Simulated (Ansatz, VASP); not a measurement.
Cs in VASP and in Ansatz

```
CELL_PARAMETERS angstrom
-3.22543 3.22543 3.22543
3.22543 -3.22543 3.22543
3.22543 3.22543 -3.22543
ATOMIC_POSITIONS crystal
Cs 0.00000 0.00000 0.00000
```

Alike in both runs: task single point; functional BLYP; k mesh 12 × 12 × 12; occupations fermi-dirac, width 0.1 eV; no spin polarisation.

|  | VASP | Ansatz |
| --- | --- | --- |
| version | VASP 6.6.1 | Ansatz 0.2.0 |
| potentials or method | VASP PAW PBE potentials, release 64 (Cs_sv), cutoff 520 eV | plane waves (420 eV) with PAW, scalar-relativistic |
| valence electrons in the cell | 9 | 9 |

|  | VASP | Ansatz | Ansatz less VASP |
| --- | --- | --- | --- |
| pressure (GPa) | -0.1 | -0.1 | 0.00 |

VASP's potentials were made for PBE, not for BLYP. With one functional, cell and mesh, what is left measures potentials, basis and numerics.

Spin-orbit coupling is off throughout.
